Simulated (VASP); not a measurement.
# K3Mg4SiF12 (a cell with a defect) in VASP: settings compared

The runs below take K3Mg4SiF12 (a cell with a defect) through single point, with PBEsol, r2SCAN.

Program: VASP 6.6.1. These are calculated values, not measurements. Logs are shortened: lines on timing, memory, paths and dates and some standing lists are left out, and cuts for length are marked.

## 1. The cell of the first run

The cell holds a defect, 40 atoms: a = 7.983 Å, b = 7.983 Å, c = 7.983 Å, α = 90.00°, β = 90.00°, γ = 90.00°.

## 2. Single point, PBEsol

INCAR

```
PREC = Accurate
ENCUT = 520
EDIFF = 1E-6
ISMEAR = -1
SIGMA = 0.05
LREAL = Auto
LASPH = T
NELM = 60
ALGO = Normal
ISIF = 2
LWAVE = F
LCHARG = T
GGA = PS
LELF = T
LVHAR = T
NBANDS = 149
ISYM = 0
```

KPOINTS

```
Automatic mesh
0
Gamma
  1 1 1
  0.25 0.25 0.25
```

POSCAR

```
K3Mg4SiF12
1.0
    7.9825440000      0.0000000000      0.0000000000
    0.0000000000      7.9825440000      0.0000000000
    0.0000000000      0.0000000000      7.9825440000
K Si Mg F
6 2 8 24
Direct
    0.9737860000      0.0097270000      0.0000250000
    0.9868290000      0.0122310000      0.5001710000
    0.9880970000      0.4897890000      0.9998320000
    0.5071300000      0.0159730000      0.0001930000
    0.5060320000      0.0144180000      0.5003070000
    0.5061230000      0.4896370000      0.0002590000
    0.1767710000      0.5050810000      0.4999340000
    0.4892720000      0.5396640000      0.5005480000
    0.2454240000      0.2414280000      0.2429220000
    0.2455440000      0.2417510000      0.7575330000
    0.2391810000      0.7573230000      0.2412930000
    0.2391650000      0.7569250000      0.7591510000
    0.7469280000      0.2589840000      0.2581690000
    0.7470130000      0.2589510000      0.7421440000
    0.7576080000      0.7441610000      0.2556510000
    0.7578660000      0.7440680000      0.7445470000
    0.2478810000      0.2451950000      0.0003110000
    0.2421750000      0.2459600000      0.5001030000
    0.2926650000      0.7515400000      0.0003380000
    0.2019340000      0.7717110000      0.4998860000
    0.7435150000      0.2460010000      0.0001910000
    0.7512040000      0.2274360000      0.5001560000
    0.7080400000      0.7552450000      0.0000430000
    0.7704970000      0.7718820000      0.5001380000
    0.9984430000      0.2304510000      0.2415990000
    0.9985220000      0.2306480000      0.7588470000
    0.9992730000      0.7660740000      0.2122380000
    0.9993910000      0.7657440000      0.7881930000
    0.4923830000      0.2584420000      0.2479890000
    0.4926250000      0.2577950000      0.7524030000
    0.4818890000      0.7105360000      0.3219360000
    0.4815970000      0.7109740000      0.6777760000
    0.2673110000      0.9970770000      0.2496360000
    0.2669330000      0.9969660000      0.7508880000
    0.2292550000      0.5003070000      0.2353620000
    0.2314970000      0.5002150000      0.7669490000
    0.7289680000      0.9951870000      0.2466980000
    0.7292860000      0.9950720000      0.7536120000
    0.7549150000      0.5028220000      0.2246380000
    0.7547910000      0.5027930000      0.7757710000
```

Potentials or basis: VASP PAW PBE potentials, release 64 (K_sv, Si, Mg, F).

The run is started by

```console
cat potpaw_PBE.64/K_sv/POTCAR potpaw_PBE.64/Si/POTCAR potpaw_PBE.64/Mg/POTCAR potpaw_PBE.64/F/POTCAR > POTCAR
mpirun -np 1 vasp_std > vasp.out
```

OUTCAR:

```text
PREC = Accurate
   ENCUT = 520
   EDIFF = 1E-6
   ISMEAR = -1
   LREAL = Auto
   LASPH = T
   NELM = 60
   ISIF = 2
   GGA = PS
   ISYM = 0

 ion  position               nearest neighbor table
   1  0.974  0.010  0.000-  27 2.59  28 2.59  26 2.62  25 2.62  21 2.63  38 2.77  37 2.78  14 3.39
                            13 3.39  16 3.41  15 3.41   9 3.45  10 3.45  11 3.50  12 3.50   4 3.73
   2  0.987  0.012  0.500-  22 2.55  20 2.58  24 2.58  25 2.70  26 2.70  18 2.76  14 3.36  13 3.36
                            16 3.42  15 3.43   9 3.44  10 3.44  11 3.53  12 3.53
   3  0.988  0.490  1.000-  40 2.58  39 2.59  36 2.69  35 2.69  21 2.76  28 2.78  27 2.78  26 2.83
                            25 2.83  17 2.85  14 3.37  13 3.37  16 3.41  15 3.42  10 3.45   9 3.45
   4  0.507  0.016  0.000-  23 2.63  21 2.63  37 2.65  38 2.65  19 2.72  17 2.76  30 2.77  33 2.77
                            34 2.77  29 2.77   9 3.37  10 3.37  13 3.42  14 3.42  11 3.54  12 3.54
   5  0.506  0.014  0.500-  22 2.59  38 2.70  37 2.70  33 2.77  34 2.77  30 2.80  18 2.80  29 2.80
                            32 2.81  31 2.82  14 3.35  13 3.35   9 3.44  10 3.44  16 3.54  15 3.54
   6  0.506  0.490  0.000-  23 2.66  40 2.68  39 2.68  19 2.70  29 2.71  30 2.71  21 2.72  17 2.84
                            13 3.37  14 3.37  10 3.46   9 3.47  15 3.51  16 3.51  12 3.58  11 3.58
   7  0.177  0.505  0.500-  18 2.13  20 2.14  35 2.15  36 2.18   8 2.51  11 2.93  12 2.93   9 2.99
                            10 2.99
   8  0.489  0.540  0.501-  32 1.97  31 1.97   7 2.51  16 3.32  15 3.33  12 3.35  11 3.36
   9  0.245  0.241  0.243-  17 1.94  33 1.96  25 1.97  29 1.98  18 2.05  35 2.07   7 2.99   4 3.37
                             2 3.44   5 3.44   1 3.45   3 3.45   6 3.47
  10  0.246  0.242  0.758-  17 1.94  34 1.96  26 1.97  30 1.98  18 2.06  36 2.07   7 2.99   4 3.37
                             5 3.44   2 3.44   1 3.45   3 3.45   6 3.46
  11  0.239  0.757  0.241-  33 1.93  27 1.93  19 1.97  35 2.05  31 2.08  20 2.09   7 2.93   8 3.36
                             1 3.50   3 3.51   2 3.53   4 3.54   6 3.58   5 3.61
  12  0.239  0.757  0.759-  28 1.93  34 1.93  19 1.97  36 2.05  32 2.07  20 2.09   7 2.93   8 3.35
                             3 3.50   1 3.50   2 3.53   4 3.54   6 3.58   5 3.61
  13  0.747  0.259  0.258-  22 1.95  39 1.97  25 2.02  29 2.03  21 2.06  37 2.11   5 3.35   2 3.36
                             6 3.37   3 3.37   1 3.39   4 3.42
  14  0.747  0.259  0.742-  22 1.95  40 1.97  26 2.02  30 2.03  21 2.06  38 2.11   5 3.35   2 3.36
                             3 3.37   6 3.37   1 3.39   4 3.42
  15  0.758  0.744  0.256-  39 1.94  24 1.97  27 1.97  37 2.02  23 2.08  31 2.28   8 3.33   1 3.41
                             3 3.42   2 3.43   6 3.51   5 3.54   4 3.59
  16  0.758  0.744  0.745-  40 1.94  24 1.97  28 1.97  38 2.02  23 2.08  32 2.28   8 3.32   1 3.41
                             3 3.41   2 3.42   6 3.51   5 3.54   4 3.59
  17  0.248  0.245  0.000-   9 1.94  10 1.94   4 2.76   6 2.84   3 2.85
  18  0.242  0.246  0.500-   9 2.05  10 2.06   7 2.13   2 2.76   5 2.80
  19  0.293  0.752  0.000-  11 1.97  12 1.97   6 2.70   4 2.72
  20  0.202  0.772  0.500-  11 2.09  12 2.09   7 2.14   2 2.58
  21  0.744  0.246  0.000-  13 2.06  14 2.06   4 2.63   1 2.63   6 2.72   3 2.76
  22  0.751  0.227  0.500-  14 1.95  13 1.95   2 2.55   5 2.59
  23  0.708  0.755  0.000-  16 2.08  15 2.08   4 2.63   6 2.66
  24  0.770  0.772  0.500-  16 1.97  15 1.97   2 2.58
  25  0.998  0.230  0.242-   9 1.97  13 2.02   1 2.62   2 2.70   3 2.83
  26  0.999  0.231  0.759-  10 1.97  14 2.02   1 2.62   2 2.70   3 2.83
  27  0.999  0.766  0.212-  11 1.93  15 1.97   1 2.59   3 2.78
  28  0.999  0.766  0.788-  12 1.93  16 1.97   1 2.59   3 2.78
  29  0.492  0.258  0.248-   9 1.98  13 2.03   6 2.71   4 2.77   5 2.80
  30  0.493  0.258  0.752-  10 1.98  14 2.03   6 2.71   4 2.77   5 2.80
  31  0.482  0.711  0.322-   8 1.97  11 2.08  15 2.28   5 2.82
  32  0.482  0.711  0.678-   8 1.97  12 2.07  16 2.28   5 2.81
  33  0.267  0.997  0.250-  11 1.93   9 1.96   4 2.77   5 2.77
  34  0.267  0.997  0.751-  12 1.93  10 1.96   4 2.77   5 2.77
  35  0.229  0.500  0.235-  11 2.05   9 2.07   7 2.15   3 2.69
  36  0.231  0.500  0.767-  12 2.05  10 2.07   7 2.18   3 2.69
  37  0.729  0.995  0.247-  15 2.02  13 2.11   4 2.65   5 2.70   1 2.78
  38  0.729  0.995  0.754-  16 2.02  14 2.11   4 2.65   5 2.70   1 2.77
  39  0.755  0.503  0.225-  15 1.94  13 1.97   3 2.59   6 2.68
  40  0.755  0.503  0.776-  16 1.94  14 1.97   3 2.58   6 2.68

IMPORTANT INFORMATION: All symmetrisations will be switched off!
NOSYMM: (Re-)initialisation of all symmetry stuff for point group C_1.

----------------------------------------------------------------------------------------

                                     Primitive cell

  volume of cell :     508.6558

  direct lattice vectors                    reciprocal lattice vectors
     7.982544000  0.000000000  0.000000000     0.125273346  0.000000000  0.000000000
     0.000000000  7.982544000  0.000000000     0.000000000  0.125273346  0.000000000
     0.000000000  0.000000000  7.982544000     0.000000000  0.000000000  0.125273346

  length of vectors
     7.982544000  7.982544000  7.982544000     0.125273346  0.125273346  0.125273346

  position of ions in fractional coordinates (direct lattice)
     0.973786000  0.009727000  0.000025000
[... 100 lines left out ...]

  Shift w.r.t. Gamma in fractional coordinates (k-lattice)
     0.250000000  0.250000000  0.250000000

 Subroutine IBZKPT returns following result:
 ===========================================

 Found      4 irreducible k-points:

 Following reciprocal coordinates:
            Coordinates               Weight
  0.250000  0.250000  0.250000      2.000000
 -0.250000  0.250000  0.250000      2.000000
 -0.250000 -0.250000  0.250000      2.000000
  0.250000 -0.250000  0.250000      2.000000
   k-points           NKPTS =      4   k-points in BZ     NKDIM =      4   number of bands    NBANDS=    149
   number of dos      NEDOS =    301   number of ions     NIONS =     40
   total plane-waves  NPLWV = 216000
   dimension x,y,z NGX =    60 NGY =   60 NGZ =   60
   dimension x,y,z NGXF=   120 NGYF=  120 NGZF=  120
   ions per type =               6   2   8  24
   NGX,Y,Z   is equivalent  to a cutoff of  12.50, 12.50, 12.50 a.u.
   NGXF,Y,Z  is equivalent  to a cutoff of  24.99, 24.99, 24.99 a.u.
 SYSTEM =  unknown system
   PREC   = accura    normal or accurate (medium, high low for compatibility)
   ISTART =      0    job   : 0-new  1-cont  2-samecut
   ICHARG =      2    charge: 1-file 2-atom 10-const
   ISPIN  =      1    spin polarized calculation?
   LNONCOLLINEAR =      F non collinear calculations
   LSORBIT =      F    spin-orbit coupling
   LASPH  =      T    aspherical Exc in radial PAW
   ENCUT  =  520.0 eV  38.22 Ry    6.18 a.u.  14.84 14.84 14.84*2*pi/ulx,y,z
   NELM   =     60;   NELMIN=  2; NELMDL= -5     # of ELM steps
   EDIFF  = 0.1E-05   stopping-criterion for ELM
   LREAL  =      T    real-space projection
   EDIFFG = 0.1E-04   stopping-criterion for IOM
   NSW    =      0    number of steps for IOM
   IBRION =     -1    ionic relax: 0-MD 1-quasi-New 2-CG
   NFREE  =      0    steps in history (QN), initial steepest desc. (CG)
   ISIF   =      2    stress and relaxation
   ISYM   =      0    0-nonsym 1-usesym 2-fastsym
   POTIM  = 0.5000    time-step for ionic-motion
   TEBEG  =    0.0;   TEEND  =   0.0 temperature during run
   PSTRESS=    0.0 pullay stress
   NELECT =     246.0000    total number of electrons
   NUPDOWN=      -1.0000    fix difference up-down
   EMIN   =  10.00;   EMAX   =-10.00  energy-range for DOS
   EFERMI =   0.00;   METHOD = LEGACY
   ISMEAR =    -1;   SIGMA  =   0.05  broadening in eV -4-tet -1-fermi 0-gaus
   EFERMI_NEDOS =   21; number of points for ismear=-14 and -15
   IALGO  =     38    algorithm
   IMIX   =      4    mixing-type and parameters
     AMIX     =   0.40;   BMIX     =  1.00
     AMIX_MAG =   1.60;   BMIX_MAG =  1.00
  volume/ion in A,a.u.               =      12.72        85.81
  Fermi-wavevector in a.u.,A,eV,Ry     =   1.285026  2.428347 22.467185  1.651292
  Thomas-Fermi vector in A             =   2.417185
   LORBIT       =      0    0 simple, 1 ext, 2 COOP (PROOUT), +10 PAW based schemes
   GGA     = PS    functional components
   LHFCALC =     F    Hartree Fock is set to
   AEXX    =    0.0000 exact exchange contribution
   IVDW    =     0    specifies the selected vdW correction
   LEPSILON=     F    determine dielectric tensor
   LRPA    =     F    only Hartree local field effects (RPA)
 non-spin polarized calculation
  energy-cutoff  :      520.00
  volume of cell :      508.66
 maximum number of plane-waves:     13679
   NGX = 29   NGY = 29   NGZ = 29

 number of electron     245.9999935 magnetization

 Free energy of the ion-electron system (eV)
  ---------------------------------------------------
  ext. energy  EPLUGINS =         0.00000000
  ---------------------------------------------------
  free energy    TOTEN  =      -200.77579317 eV

  energy without entropy =     -200.77579316  energy(sigma->0) =     -200.77579317

 E-fermi :   4.0601     XC(G=0):  -9.8840

 val. band max:        3.0422043548   @ k =  -0.2500  -0.2500   0.2500
 cond. band min:       5.0799428397   @ k =   0.2500  -0.2500   0.2500
 fundamental gap:      2.0377384849
 Fermi energy:         4.0601465816

 k-point     1 :       0.2500    0.2500    0.2500
  band No.  band energies     occupation
      1     -26.7991      2.00000
      2     -26.7737      2.00000
      3     -26.6923      2.00000
      4     -26.6587      2.00000
      5     -26.6422      2.00000
      6     -26.6303      2.00000
[... 541 lines left out ...]
    134       9.1833      0.00000
    135       9.2510      0.00000
 [bands above 135 left out]

------------------------ aborting loop because EDIFF is reached ----------------------------------------

  FORCE on cell =-STRESS in cart. coord.  units (eV):
  Direction    XX          YY          ZZ          XY          YZ          ZX
  --------------------------------------------------------------------------------------
  -------------------------------------------------------------------------------------
  Total        1.6902585      5.0108063      2.5881604     -0.2852343     -0.0170128      0.0116812
  in kB        5.3240207     15.7831699      8.1522561     -0.8984386     -0.0535874      0.0367938
  external PRESSURE =       9.7531489 kB  Pullay stress =       0.0000000 kB

 VOLUME and BASIS-vectors are now :
 -----------------------------------------------------------------------------
  energy-cutoff  :      520.00
  volume of cell :      508.66
      direct lattice vectors                 reciprocal lattice vectors
     7.982544000  0.000000000  0.000000000     0.125273346  0.000000000  0.000000000
     0.000000000  7.982544000  0.000000000     0.000000000  0.125273346  0.000000000
     0.000000000  0.000000000  7.982544000     0.000000000  0.000000000  0.125273346

 POSITION                                       TOTAL-FORCE (eV/Angst)
 -----------------------------------------------------------------------------------
      7.77329      0.07765      0.00020         0.014110     -0.004056      0.002344
      7.87741      0.09763      3.99264         0.015544     -0.007608      0.001658
      7.88753      3.90976      7.98120         0.012154      0.004312      0.007298
      4.04819      0.12751      0.00154        -0.014530     -0.004516     -0.002076
      4.03942      0.11509      3.99372        -0.008840     -0.013226      0.000585
      4.04015      3.90855      0.00207        -0.013849      0.000783     -0.003171
[... 32 lines left out ...]
      6.02614      4.01380      1.79318        -0.002384     -0.000046      0.021212
      6.02515      4.01357      6.19263        -0.006868      0.001774     -0.023123
 -----------------------------------------------------------------------------------
    total drift:                                0.006539     -0.013693      0.008518

  FREE ENERGIE OF THE ION-ELECTRON SYSTEM (eV)
  ---------------------------------------------------
  free  energy   TOTEN  =      -200.7757931689 eV

  energy  without entropy=     -200.7757931630  energy(sigma->0) =     -200.77579317
```

Wall time 7.7 min (1 thread of Intel Xeon Platinum 8488C (Sapphire Rapids), shared host); peak memory 0.59 GiB.

Results:

* Free energy: -200.7758 eV
* Pressure: 1.0 GPa
* Largest force: 0.046 eV/Å
* Band gap on the k mesh: 2.04 eV

Forces in eV/Å, atoms in the order of the input:
```
K    0.014 -0.004  0.002
K    0.016 -0.008  0.002
K    0.012  0.004  0.007
K   -0.015 -0.005 -0.002
K   -0.009 -0.013  0.001
K   -0.014  0.001 -0.003
Si  -0.014  0.000  0.002
Si   0.007 -0.044 -0.009
Mg   0.002 -0.005 -0.005
Mg   0.005 -0.007  0.006
Mg   0.000  0.004 -0.006
Mg   0.003  0.002  0.006
Mg   0.001 -0.001 -0.002
Mg  -0.001 -0.003  0.001
Mg   0.007  0.001 -0.004
Mg   0.004  0.005  0.005
F   -0.003  0.003  0.000
F    0.010 -0.008 -0.002
F   -0.018 -0.001  0.001
F    0.007  0.007  0.002
F    0.002  0.005 -0.001
F    0.000  0.025  0.000
F    0.013 -0.005  0.002
F   -0.016 -0.023  0.000
F    0.001  0.014  0.005
F    0.002  0.015 -0.007
F   -0.004 -0.012  0.019
F   -0.004 -0.015 -0.022
F    0.003  0.003  0.004
F    0.000  0.000 -0.005
F   -0.009  0.023 -0.030
F    0.003  0.026  0.036
F   -0.010  0.006  0.001
F   -0.010  0.007 -0.001
F    0.016 -0.001 -0.002
F   -0.004  0.001  0.004
F    0.006 -0.001  0.001
F    0.006  0.001 -0.002
F   -0.002  0.000  0.021
F   -0.007  0.002 -0.023
```

Caveat: the k points lie up to 0.79 Å⁻¹ apart; the PAW data sets were made with another functional, which shifts forces and pressure a little.

## 3. Single point, r2SCAN

POSCAR is that of step 2.

INCAR.step1

```
  ALGO = Normal
  EDIFF = 1E-4
  ENCUT = 520
  GGA = PE
  ISMEAR = -1
  ISYM = 0
  LASPH = T
  LCHARG = F
  LREAL = Auto
  LWAVE = T
  NBANDS = 149
  NELM = 80
  PREC = Accurate
  SIGMA = 0.05
```

INCAR.step2

```
  ALGO = Normal
  EDIFF = 1E-7
  ENCUT = 520
  ISIF = 2
  ISMEAR = -1
  ISTART = 1
  ISYM = 0
  LASPH = T
  LCHARG = T
  LELF = T
  LMIXTAU = T
  LREAL = Auto
  LVHAR = T
  LWAVE = F
  METAGGA = R2SCAN
  NBANDS = 149
  NELM = 80
  PREC = Accurate
  SIGMA = 0.05
```

KPOINTS is that of step 2.

Potentials or basis: VASP PAW PBE potentials, release 64 (K_sv, Si, Mg, F).

The run is started by

```console
cat potpaw_PBE.64/K_sv/POTCAR potpaw_PBE.64/Si/POTCAR potpaw_PBE.64/Mg/POTCAR potpaw_PBE.64/F/POTCAR > POTCAR
cp INCAR.step1 INCAR
mpirun -np 1 vasp_std > vasp.out
cp INCAR.step2 INCAR
mpirun -np 1 vasp_std > vasp.out
```

Wall time 25 min (1 thread of Intel Xeon Platinum 8488C (Sapphire Rapids), shared host); peak memory 0.65 GiB.

It converged, with:

```yaml
Free_energy: -292.8068 eV
Pressure: 0.3 GPa
Largest_force: 0.167 eV/Å
Band_gap_on_the_k_mesh: 2.51 eV
```

Forces on the atoms (eV/Å):
```
K    0.044 -0.010  0.003
K    0.050 -0.019  0.002
K    0.040  0.006  0.009
K   -0.042 -0.008 -0.002
K   -0.042 -0.028  0.002
K   -0.054  0.001 -0.005
Si   0.026 -0.001 -0.009
Si  -0.160  0.049 -0.008
Mg   0.002 -0.031 -0.038
Mg   0.005 -0.032  0.038
Mg  -0.014  0.041 -0.034
Mg  -0.011  0.038  0.034
Mg   0.007 -0.010 -0.008
Mg   0.005 -0.012  0.007
Mg   0.037  0.013 -0.019
Mg   0.033  0.017  0.021
F   -0.009 -0.004  0.001
F    0.017 -0.036 -0.003
F   -0.068  0.007  0.001
F    0.057  0.047  0.000
F    0.006  0.021 -0.001
F    0.013  0.051 -0.001
F    0.053 -0.016  0.002
F   -0.028 -0.038  0.000
F    0.011  0.035  0.008
F    0.012  0.036 -0.010
F    0.008 -0.028  0.058
F    0.007 -0.030 -0.060
F   -0.008 -0.029 -0.015
F   -0.010 -0.031  0.015
F   -0.023  0.001  0.000
F   -0.010  0.001  0.004
F   -0.041  0.002 -0.009
F   -0.041  0.003  0.009
F    0.044 -0.002 -0.036
F    0.023  0.001  0.048
F    0.030 -0.012  0.013
F    0.029 -0.011 -0.013
F    0.004  0.006  0.042
F    0.000  0.008 -0.044
```

Stress tensor (GPa, compression positive):
```
-0.24 -0.11  0.01
-0.11  1.07 -0.01
 0.01 -0.01  0.22
```

Levels at points of the mesh, in eV from the valence-band top:
| k point | band 119 | band 120 | band 121 | band 122 | band 123 | band 124 | band 125 | band 126 | band 127 | band 128 |
| --- | --- | --- | --- | --- | --- | --- | --- | --- | --- | --- |
| (0.25, 0.25, 0.25) | -4.80 | -4.57 | -3.96 | -2.18 | 0.00 | 2.51 | 2.80 | 3.89 | 4.19 | 4.70 |

Caveat: the k points lie up to 0.79 Å⁻¹ apart; the PAW data sets were made with another functional, which shifts forces and pressure a little.
